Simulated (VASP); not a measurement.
Here is a VASP 6.6.1 calculation.

Contents of INCAR:

```
SYSTEM = Pd
  ALGO = Normal
  EDIFF = 1E-6
  ENCUT = 520
  GGA = CA
  ISIF = 2
  ISMEAR = -1
  LASPH = .TRUE.
  LCHARG = .TRUE.
  LELF = .TRUE.
  LREAL = .FALSE.
  LVHAR = .TRUE.
  LWAVE = .FALSE.
  NBANDS = 11
  NELM = 80
  PREC = Accurate
  SIGMA = 0.1
```

File KPOINTS:

```
k-points
0
G
  17 17 17
  0 0 0
```

Contents of POSCAR:

```
Pd
1.0
    0.0000000000      1.7527702153      1.7527702153
    1.7527702153      0.0000000000      1.7527702153
    1.7527702153      1.7527702153      0.0000000000
Pd
1
Direct
    0.0000000000      0.0000000000      0.0000000000
```

Potentials or basis: VASP PAW LDA potentials, release 64 (Pd).

The run is started by

```console
$ cat potpaw_LDA.64/Pd/POTCAR > POTCAR
$ mpirun -np 1 vasp_std > vasp.out
```

(1) Estimate the band gap on the k mesh.

(2) Estimate the pressure.

Results:

(1) zero (band 5 reaches 16.60 eV, above the bottom of band 6 at 13.92 eV).

(2) 128.7 GPa.
